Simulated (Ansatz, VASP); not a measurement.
Given: the input of a run of VASP 6.6.1 on BeS.

The input INCAR:

```
PREC = Accurate
ENCUT = 520
EDIFF = 1E-6
ISMEAR = -1
SIGMA = 0.05
LREAL = False
LASPH = True
NELM = 100
ALGO = Normal
ISIF = 2
LWAVE = False
LCHARG = False
GGA = CA
NBANDS = 11
```

KPOINTS

```
regular mesh
0
Gamma
  9 9 9
```

POSCAR

```
BeS
1.0
    0.0000000000      2.4087243418      2.4087243418
    2.4087243418      0.0000000000      2.4087243418
    2.4087243418      2.4087243418      0.0000000000
S Be
1 1
Direct
    0.7500000000      0.7500000000      0.7500000000
    0.0000000000      0.0000000000      0.0000000000
```

Potentials or basis: VASP PAW LDA potentials, release 64 (S, Be).

Command:

```sh
$ cat potpaw_LDA.64/S/POTCAR potpaw_LDA.64/Be/POTCAR > POTCAR
$ mpirun -np 1 vasp_std > vasp.out
```

**Question.** Translate it to Ansatz 0.2.0. Potentials there: all-electron LAPW, scalar-relativistic.

**Answer.** As run (the cutoff follows the program's own potentials):

Contents of input.yaml:

```yaml
crystal:
  lattice:
    - [0.0, 2.4087243418, 2.4087243418]
    - [2.4087243418, 0.0, 2.4087243418]
    - [2.4087243418, 2.4087243418, 0.0]
  atoms:
    - { symbol: S, position: [0.75, 0.75, 0.75] }
    - { symbol: Be, position: [0.0, 0.0, 0.0] }
kpoints:
  mp_grid: { grid: [9, 9, 9] }
scf:
  occupations: { method: fermi_dirac, width: 0.05 }
hamiltonian:
  xc: lda
  pseudopotentials: { kind: all_electron, lapw: { basis_error: 0.001 } }
output:
  forces: true
  stress: true
  eigenvalues: true
```

Potentials or basis: all-electron LAPW, scalar-relativistic.

The run is started by

```sh
$ ansatz run input.yaml --threads 1 --pin off --max-ram 3072MiB --backend cpu --events-out ev --progress --plain --runs-dir out
```

Both were run:

|  | VASP | Ansatz | Ansatz less VASP |
| --- | --- | --- | --- |
| gap on the k mesh at the Fermi level (eV) | 2.96 | 2.95 | -0.006 |
| least direct gap on the mesh (eV) | 5.53 | 5.51 | -0.025 |
| pressure (GPa) | -1.3 | -1.3 | -0.06 |

LDA's correlation is that of Perdew and Zunger in VASP and of Perdew and Wang (1992) in Ansatz. Ansatz ran all-electron here, and VASP with PAW potentials.
